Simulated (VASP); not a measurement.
**AgRh: single point with BLYP**

The system is AgRh.

```
CELL_PARAMETERS angstrom
2.77759 0.00000 0.00000
-1.38879 2.40546 0.00000
0.00000 0.00000 4.80860
ATOMIC_POSITIONS crystal
Ag 0.00000 0.00000 0.50000
Rh 0.66667 0.33333 0.00000
```

```json
{
  "Program": "VASP 6.6.1",
  "Task": "single point",
  "Functional": "BLYP",
  "Potentials or basis": "VASP PAW PBE potentials, release 64 (Ag, Rh_pv)",
  "Cutoff": "520 eV",
  "k mesh": "11 × 11 × 6",
  "Occupations": "methfessel-paxton, width 0.1 eV",
  "Spin": "no spin polarisation",
  "Dipole correction": "no",
  "Further INCAR settings": "ALGO = Normal; EDIFF = 1e-06; NBANDS = 20"
}
```

```json
{
  "Pressure": "7.1 GPa",
  "Band gap on the k mesh": "zero (bands 13 and 14 overlap by 1.33 eV)"
}
```

Stress tensor (GPa, compression positive):
```
7.40 0.00 0.00
0.00 7.40 0.00
0.00 0.00 6.64
```

Levels at points of the mesh, in eV from the Fermi level:
| k point | band 10 | band 11 | band 12 | band 13 | band 14 | band 15 | band 16 | band 17 |
| --- | --- | --- | --- | --- | --- | --- | --- | --- |
| (0.00, 0.00, 0.00) | -3.15 | -1.75 | -1.75 | 0.14 | 0.14 | 0.45 | 5.35 | 17.02 |
| (0.00, 0.00, 0.50) | -3.22 | -2.39 | -1.57 | -1.57 | 0.11 | 0.11 | 11.74 | 12.67 |

It took 43 s on 1 thread of Intel Xeon 8259CL, with other jobs on the host, peak memory 0.18 GiB.

Caveat: the cell stands under pressure; the PAW data sets were made with another functional, which shifts forces and pressure a little.
